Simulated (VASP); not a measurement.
Input of a VASP 6.6.1 run:

The input INCAR:

```
SYSTEM = Li2Se
PREC     = Accurate       ! precision mode
ENCUT    = 750            ! plane-wave cutoff, eV
EDIFF    = 1E-8           ! SCF threshold, eV
ISMEAR   = 0              ! smearing method
SIGMA    = 0.05           ! smearing width, eV
LREAL    = .False.        ! projectors in reciprocal space
LASPH    = .True.         ! aspherical terms in the spheres
NELM     = 120            ! most SCF steps
ALGO     = Normal         ! electronic algorithm
ISIF     = 2              ! what is computed and relaxed
LWAVE    = .False.        ! write WAVECAR
LCHARG   = .True.         ! write CHGCAR
GGA      = PS             ! functional
NBANDS   = 13             ! bands
IBRION   = 8              ! ionic algorithm
NSW      = 1              ! ionic steps
GGA_COMPAT= .False.
```

File KPOINTS:

```
regular mesh
0
Gamma
  8 8 8
  0 0 0
```

The input POSCAR:

```
Li2Se
1.0
    0.0000000000      2.9730331330      2.9730331330
    2.9730331330      0.0000000000      2.9730331330
    2.9730331330      2.9730331330      0.0000000000
Li Se
2 1
Direct
    0.2500000000      0.2500000000      0.2500000000
    0.7500000000      0.7500000000      0.7500000000
    0.0000000000      0.0000000000      0.0000000000
```

Potentials or basis: VASP PAW PBE potentials, release 64 (Li_sv, Se).

Launch:

```console
$ cat potpaw_PBE.64/Li_sv/POTCAR potpaw_PBE.64/Se/POTCAR > POTCAR
$ mpirun -np 1 vasp_std > vasp.out
```

(1) Estimate the highest phonon frequency at Γ, LO-TO splitting left out.

Answers

(1) 355 cm⁻¹.
